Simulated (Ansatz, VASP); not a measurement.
**One calculation of TiO2, two programs**

```
Ti O
1.0
     4.59355    0.00000    0.00000
     0.00000    4.59355    0.00000
     0.00000    0.00000    2.70560
Ti O
2 4
Cartesian
  0.0000 0.0000 0.0000
  2.2968 2.2968 1.3528
  1.4015 1.4015 0.0000
  0.8953 3.6983 1.3528
  3.1921 3.1921 0.0000
  3.6983 0.8953 1.3528
```

Alike in both runs: task single point; functional PBE; k mesh 8 × 8 × 10; occupations gaussian, width 0.05 eV; no spin polarisation.

```csv
,VASP,Ansatz
version,VASP 6.6.1,Ansatz 0.2.0
potentials or method,"VASP PAW PBE potentials, release 64 (Ti_sv, O), cutoff 520 eV","scalar-relativistic, plane waves, PAW"
valence electrons in the cell,48,48
```

Ansatz gave:

| Quantity | Value |
| --- | --- |
| gap on the k mesh at the Fermi level (eV) | 2.25 |
| least direct gap on the mesh (eV) | 2.31 |
| rms of the force components (eV/Å) | 0.547 |

Q: Estimate VASP's values.

A: gap on the k mesh at the Fermi level (eV): 2.22; least direct gap on the mesh (eV): 2.28; rms of the force components (eV/Å): 0.573.

Atom by atom the forces differ by 0.026 eV/Å (rms over components).
